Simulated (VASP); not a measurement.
A run of VASP 6.6.1:

The input INCAR:

```
ALGO     = Normal         # electronic algorithm
EDIFF    = 1E-6           # SCF threshold, eV
ENCUT    = 520            # plane-wave cutoff, eV
GGA      = PE             # functional
ISIF     = 2              # what is computed and relaxed
ISMEAR   = 0              # smearing method
LASPH    = T              # aspherical terms in the spheres
LCHARG   = T              # write CHGCAR
LELF     = T              # ELF
LREAL    = F              # projectors in reciprocal space
LVHAR    = T            
LWAVE    = F              # write WAVECAR
NBANDS   = 60             # bands
NELM     = 60             # most SCF steps
PREC     = Accurate       # precision mode
SIGMA    = 0.2            # smearing width, eV
```

KPOINTS

```
k-points
0
Gamma
  3 3 3
```

File POSCAR:

```
Zn2Sn5N
1.0
    8.0844768326      0.0000000000      0.0000000000
    0.0000000000      8.0844768326      0.0000000000
    0.0000000000      0.0000000000      4.6911900904
Zn Sn N
2 5 1
Direct
    0.5000000000      0.5000000000      0.0000000000
    0.0000000000      0.0000000000      0.5000000000
    0.6774145689      0.0000000000      0.5000000000
    0.3225854311      0.0000000000      0.5000000000
    0.0000000000      0.3225854311      0.5000000000
    0.0000000000      0.6774145689      0.5000000000
    0.0000000000      0.0000000000      0.0000000000
    0.5000000000      0.5000000000      0.5000000000
```

Potentials or basis: VASP PAW PBE potentials, release 64 (Zn, Sn_d, N).

Launch:

```sh
$ cat potpaw_PBE.64/Zn/POTCAR potpaw_PBE.64/Sn_d/POTCAR potpaw_PBE.64/N/POTCAR > POTCAR
$ mpirun -np 1 vasp_std > vasp.out
```

Hardware: 1 thread of Intel(R) Xeon(R) Platinum 8559C (Emerald Rapids) (shared host).

Q: Estimate the wall time of this run.

A: Run time: 68 s on 1 thread of Intel(R) Xeon(R) Platinum 8559C (Emerald Rapids) (shared host), peak memory 0.36 GiB. Counts: scf iterations 17, k points 6.
